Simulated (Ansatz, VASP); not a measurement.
LiCl in VASP and in Ansatz

```
Li Cl
1.0
     0.00000    2.55603    2.55603
     2.55603    0.00000    2.55603
     2.55603    2.55603    0.00000
Li Cl
1 1
Direct
  0.00000 0.00000 0.00000
  0.50000 0.50000 0.50000
```

Alike in both runs: task single point; functional PBE-based global hybrid; k mesh 4 × 4 × 4; no spin polarisation.

|  | VASP | Ansatz |
| --- | --- | --- |
| version | VASP 6.6.1 | Ansatz 0.2.0 |
| potentials or method | VASP PAW PBE potentials, release 64 (Li_sv, Cl) | plane waves |
| plane-wave cutoff (eV) | 520 | 420 |
| occupations | gaussian, width 0.01 eV | fixed |
| valence electrons in the cell | 10 | 10 |

```tsv
	VASP	Ansatz	Ansatz less VASP
gap on the k mesh at the Fermi level (eV)	7.25	7.23	-0.022
```

VASP's potentials were made for PBE, not for PBE-based global hybrid. Ansatz's warnings: stress exchange threshold loose, stress scf threshold loose.

The k mesh is coarse, so the values compare programs but aren't converged. Noted on VASP's run: the cutoff is short for stress, so the pressure is rough.
